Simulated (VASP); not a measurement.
Write the native input for VASP 6.6.1 that does the following.

```yaml
Task: single point
Functional: PBE
Potentials_or_basis: VASP PAW PBE potentials, release 64 (Al)
Cutoff: 520 eV
k_mesh: 20 × 20 × 20
Occupations: fermi-dirac, width 0.08 eV
Spin: no spin polarisation
Dipole_correction: no
Further_INCAR_settings: ALGO = Normal; EDIFF = 1e-06; NBANDS = 8
```

The structure of Al lies in POSCAR:

```
Al
1.0
    0.0000000000      1.6044234775      1.6044234775
    1.6044234775      0.0000000000      1.6044234775
    1.6044234775      1.6044234775      0.0000000000
Al
1
Direct
    0.0000000000      0.0000000000      0.0000000000
```

These files were run (other wordings do the same):

INCAR

```
SYSTEM = Al
PREC     = Accurate       ! precision mode
ENCUT    = 520            ! plane-wave cutoff, eV
EDIFF    = 1E-6           ! SCF threshold, eV
ISMEAR   = -1             ! smearing method
SIGMA    = 0.08           ! smearing width, eV
LREAL    = .False.        ! projectors in reciprocal space
LASPH    = .True.         ! aspherical terms in the spheres
NELM     = 80             ! most SCF steps
ALGO     = Normal         ! electronic algorithm
ISIF     = 2              ! what is computed and relaxed
LWAVE    = .False.        ! write WAVECAR
LCHARG   = .True.         ! write CHGCAR
GGA      = PE             ! functional
LELF     = .True.         ! ELF
LVHAR    = .True.       
NBANDS   = 8              ! bands
```

KPOINTS

```
regular mesh
0
Gamma
  20 20 20
  0 0 0
```

Potentials or basis: VASP PAW PBE potentials, release 64 (Al).

Run with:

```bash
$ cat potpaw_PBE.64/Al/POTCAR > POTCAR
$ mpirun -np 1 vasp_std > vasp.out
```

It gave:

```
Pressure : 231.3 GPa
```

Run time: 22 s on 1 thread of AMD EPYC 7R13 (shared host), peak memory 0.09 GiB.
